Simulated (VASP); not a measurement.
Wanted: the native input for a VASP 6.6.1 run.

- Task: single point
- Functional: PBEsol
- Potentials or basis: VASP PAW PBE potentials, release 64 (Ni)
- Cutoff: 520 eV
- k mesh: 10 × 10 × 15
- Occupations: fermi-dirac, width 0.05 eV
- Spin: collinear spin, ferromagnetic start
- Starting moments: [0.623, 0.671, 0.671] μB
- Dipole correction: no
- Further INCAR settings: ALGO = Normal; EDIFF = 1e-07; NBANDS = 26

The structure of Ni lies in POSCAR:

```
Ni
1.0
    3.9794464868      0.0000000000      0.0000000000
   -1.9897232434      3.4463017506      0.0000000000
    0.0000000000      0.0000000000      2.4099376516
Ni
3
Direct
    1.0000000000      1.0000000000      0.0000000000
    0.3333333333      0.6666666667      0.5000000000
    0.6666666667      0.3333333333      0.5000000000
```

This isn't the form of Ni at room conditions, which is fcc.

The input as run:

INCAR

```
  ALGO = Normal
  EDIFF = 1E-7
  ENCUT = 520
  GGA = PS
  ISIF = 2
  ISMEAR = -1
  ISPIN = 2
  LASPH = T
  LCHARG = T
  LELF = T
  LMAXMIX = 4
  LORBIT = 11
  LREAL = F
  LVHAR = T
  LWAVE = F
  MAGMOM = 0.623 0.671 0.671
  NBANDS = 26
  NELM = 150
  PREC = Accurate
  SIGMA = 0.05
```

KPOINTS

```
k-points
0
Gamma
  10 10 15
```

Potentials or basis: VASP PAW PBE potentials, release 64 (Ni).

Command:

```bash
$ cat potpaw_PBE.64/Ni/POTCAR > POTCAR
$ mpirun -np 1 vasp_std > vasp.out
```

Results of the run:

* Pressure: -7.8 GPa
* Net moment: 1.87 μB per cell
* Site moments: Ni +0.60, +0.65 (each value once) μB
* Valence electrons inside the program's atomic spheres: Ni 9.25, 9.34 (each value once)

Caveat: the cell stands under tension; the PAW data sets were made with another functional, which shifts forces and pressure a little.

It took 110 s on 1 thread of Intel(R) Xeon(R) 6975P-C (Granite Rapids) (shared host), peak memory 0.24 GiB.
